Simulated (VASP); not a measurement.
WS2: single point with PBE

Crystal: WS2.

```
W S
1.0
     1.59387    0.92022    7.47445
    -1.59387    0.92022    7.47445
     0.00000   -1.84045    7.47445
W S
1 2
Direct
  0.00068 0.00068 0.00068
  0.40407 0.40407 0.40407
  0.26395 0.26395 0.26395
```

```yaml
Program: VASP 6.6.1
Task: single point
Functional: PBE
Potentials_or_basis: VASP PAW PBE potentials, release 64 (W_sv, S)
Cutoff: 520 eV
k_mesh: 12 × 12 × 12
Occupations: gaussian, width 0.01 eV
Spin: no spin polarisation
Dipole_correction: no
Further_INCAR_settings: ALGO = Normal; EDIFF = 1e-06; NBANDS = 20
```

```yaml
Pressure: 0.0 GPa
Largest_force: 0.004 eV/Å
Band_gap_on_the_k_mesh: 1.65 eV (least direct gap 1.81 eV)
```

Forces on the atoms (eV/Å):
```
W    0.000  0.000  0.000
S    0.000  0.000  0.004
S    0.000  0.000 -0.004
```

Levels at points of the mesh, in eV from the valence-band top:
```tsv
k point	band 11	band 12	band 13	band 14	band 15	band 16
(0.00, 0.00, 0.00)	-1.78	-1.78	-0.40	2.70	2.70	2.86
(0.50, 0.00, 0.00)	-2.26	-1.44	-1.11	2.67	3.10	3.94
(0.50, 0.50, 0.00)	-2.35	-1.45	-1.07	2.67	3.13	3.80
(0.50, 0.50, 0.50)	-1.78	-1.78	0.00	2.71	2.71	2.85
```

Run time: 6.1 min on 1 thread of Intel(R) Xeon(R) 6975P-C (Granite Rapids), on a shared host, peak memory 0.63 GiB.

Caveat: spin-orbit coupling is left out, which moves the levels of the heavy elements. A k mesh can miss the band edges.
